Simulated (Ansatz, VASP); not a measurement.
**Gd: VASP beside Ansatz**

The input INCAR:

```
PREC = Accurate
ENCUT = 520
EDIFF = 1E-8
ISMEAR = -1
SIGMA = 0.03
LREAL = F
LASPH = T
NELM = 150
ALGO = Normal
ISIF = 2
LWAVE = F
LCHARG = F
ISPIN = 2
MAGMOM = 7 7
LORBIT = 11
LMAXMIX = 6
GGA = CA
LEFG = T
NBANDS = 29
```

File KPOINTS:

```
Automatic mesh
0
Gamma
  12 12 6
```

File POSCAR:

```
Gd
1.0
    3.7133611663      0.0000000000      0.0000000000
   -1.8566805832      3.2158651035      0.0000000000
    0.0000000000      0.0000000000      6.0174645942
Gd
2
Direct
    0.3333333333      0.6666666667      0.2500000000
    0.6666666667      0.3333333333      0.7500000000
```

Input for Ansatz:

```yaml
crystal:
  lattice:
    - [3.7133611663, 0.0, 0.0]
    - [-1.8566805832, 3.2158651035, 0.0]
    - [0.0, 0.0, 6.0174645942]
  atoms:
    - { symbol: Gd, position: [0.3333333333, 0.6666666667, 0.25], spin: 7.0 }
    - { symbol: Gd, position: [0.6666666667, 0.3333333333, 0.75], spin: 7.0 }
magnetization:
  spin_polarized: true
kpoints:
  mp_grid: { grid: [12, 12, 6] }
scf:
  occupations: { method: fermi_dirac, width: 0.03 }
hamiltonian:
  xc: lda
  pseudopotentials: { kind: paw }
output:
  forces: true
  stress: true
  eigenvalues: true
  efg: { contact_densities: true }
  write_density: true
  write_potential: true
  elf: true
  volumetric_format: npy
```

Change from the starting cell: volume scaled by 1.06, PAW files.

Alike in both runs: task electric field gradients; functional LDA; k mesh 12 × 12 × 6; occupations fermi-dirac, width 0.03 eV; collinear spin.

|  | VASP | Ansatz |
| --- | --- | --- |
| version | VASP 6.6.1 | Ansatz 0.2.0 |
| potentials or method | VASP PAW PBE potentials, release 64 (Gd) | PAW with Ansatz's default frozen-core files, scalar-relativistic |
| plane-wave cutoff (eV) | 520 | 420 |
| valence electrons in the cell | 36 | 36 |

|  | VASP | Ansatz | Ansatz less VASP |
| --- | --- | --- | --- |
| pressure (GPa) | -5.5 | -5.6 | -0.10 |
| traceless stress, the component that is largest in VASP (GPa) | -0.47 | -0.46 | +0.007 |
| net moment per atom (μB) | 7.51 | 7.61 | +0.107 |
| size of the moment on the site where the two differ most (μB) | 6.92 | 7.34 | +0.417 |
| size of Vzz on the site where it differs most (V/Å²) | 20.6 | 22.7 | +2.09 |

The net moments are unlike, so the other rows may belong to different states. VASP's potentials were made for PBE, not for LDA. LDA's correlation is that of Perdew and Zunger in VASP and of Perdew and Wang (1992) in Ansatz. Site moments also hang on the region over which each program counts them.

Spin-orbit coupling is off throughout.
